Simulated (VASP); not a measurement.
The system is AgBr.

```
Ag Br
1.0
     0.00000    2.92002    2.92002
     2.92002    0.00000    2.92002
     2.92002    2.92002    0.00000
Ag Br
1 1
Cartesian
  0.0000 0.0000 0.0000
  2.9200 2.9200 2.9200
```

| Quantity | Value |
| --- | --- |
| Program | VASP 6.6.1 |
| Task | relaxation of cell and atoms |
| Functional | r2SCAN |
| Potentials or basis | VASP PAW PBE potentials, release 64 (Ag, Br) |
| Cutoff | 550 eV |
| k mesh | 8 × 8 × 8 |
| Occupations | fermi-dirac, width 0.02 eV |
| Spin | no spin polarisation |

At the start: pressure -1.3 GPa; volume 24.90 Å³/atom.

Task: How do energy, volume and symmetry change on relaxing?

Result: Over 3 steps the energy falls by 3.0 meV/atom and the volume is 24.17 Å³/atom (-2.9 %); space group Fm-3m (No. 225, to 0.1 Å) before and after.

Step by step:
```tsv
step	energy change (eV)	largest force (eV/Å)	pressure (GPa)	volume (Å³)
1	0.0000	0.0000	-1.26	49.80
2	-0.0059	0.0000	-0.06	48.40
3	-0.0059	0.0000	0.00	48.34
```

Final structure:
```
CELL_PARAMETERS angstrom
0.00000 2.89134 2.89134
2.89134 0.00000 2.89134
2.89134 2.89134 0.00000
ATOMIC_POSITIONS crystal
Ag 0.00000 0.00000 0.00000
Br 0.50000 0.50000 0.50000
```

Caveat: the PAW data sets were made with another functional, which shifts forces and pressure a little.
